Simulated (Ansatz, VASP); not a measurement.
# TlBr in VASP and in Ansatz

INCAR

```
ALGO = Normal
EDIFF = 1E-6
ENCUT = 500
GGA = PE
GGA_COMPAT = F
ISIF = 2
ISMEAR = 0
LASPH = T
LCHARG = F
LREAL = F
LWAVE = F
NBANDS = 17
NELM = 120
PREC = Accurate
SIGMA = 0.0123
```

KPOINTS

```
k-points
0
Gamma
  6 6 6
```

The input POSCAR:

```
TlBr
1.0
    4.0327950000      0.0000000000      0.0000000000
    0.0000000000      4.0327950000      0.0000000000
    0.0000000000      0.0000000000      4.0327950000
Tl Br
1 1
Direct
    0.0000000000      0.0000000000      0.0000000000
    0.5000000000      0.5000000000      0.5000000000
```

Input for Ansatz:

```yaml
crystal:
  lattice:
    - [4.032795, 0.0, 0.0]
    - [0.0, 4.032795, 0.0]
    - [0.0, 0.0, 4.032795]
  atoms:
    - { symbol: Tl, position: [0.0, 0.0, 0.0] }
    - { symbol: Br, position: [0.5, 0.5, 0.5] }
  symmetry: { tolerance: 0.0003 }
kpoints:
  mp_grid: { grid: [6, 6, 6], shift: [0, 0, 0] }
  band_path:
    path:
      - [0.0, 0.0, 0.0]
      - [0.0, 0.5, 0.0]
      - [0.5, 0.5, 0.0]
      - [0.0, 0.0, 0.0]
      - [0.5, 0.5, 0.5]
      - [0.0, 0.5, 0.0]
      - [0.5, 0.5, 0.5]
      - [0.5, 0.5, 0.0]
    npoints: 8
magnetization:
  spin_polarized: false
scf:
  occupations: { method: gaussian, width: 0.0123 }
  lower_state_search: "off"
  max_iter: 200
hamiltonian:
  pseudopotentials: { kind: paw }
  xc: pbe
basis:
  ecutwfc: 420
  fft_grid_basis: typed
output:
  forces: true
  stress: true
  eigenvalues: true
  bader: true
  populations: true
  elf: true
  write_potential: true
  volumetric_format: npy
  dos:
    e_range: [-12, 8]
    de: 0.05
    projected: { site_lists: { Br: [Br], Tl: [Tl] } }
checkpoint:
  read: saved_state
```

Alike in both runs: task single point; functional PBE; k mesh 6 × 6 × 6; occupations gaussian, width 0.0123 eV; no spin polarisation.

|  | VASP | Ansatz |
| --- | --- | --- |
| version | VASP 6.6.1 | Ansatz 0.2.0 |
| potentials or method | VASP PAW PBE potentials, release 64 (Tl_d, Br), cutoff 500 eV | PAW plane waves |
| valence electrons in the cell | 20 | 20 |

```tsv
	VASP	Ansatz	Ansatz less VASP
gap on the k mesh at the Fermi level (eV)	1.96	1.96	-0.006
pressure (GPa)	0.3	0.3	+0.03
```

With one functional, cell and mesh, what is left measures potentials, basis and numerics.

Neither program's run includes spin-orbit coupling.
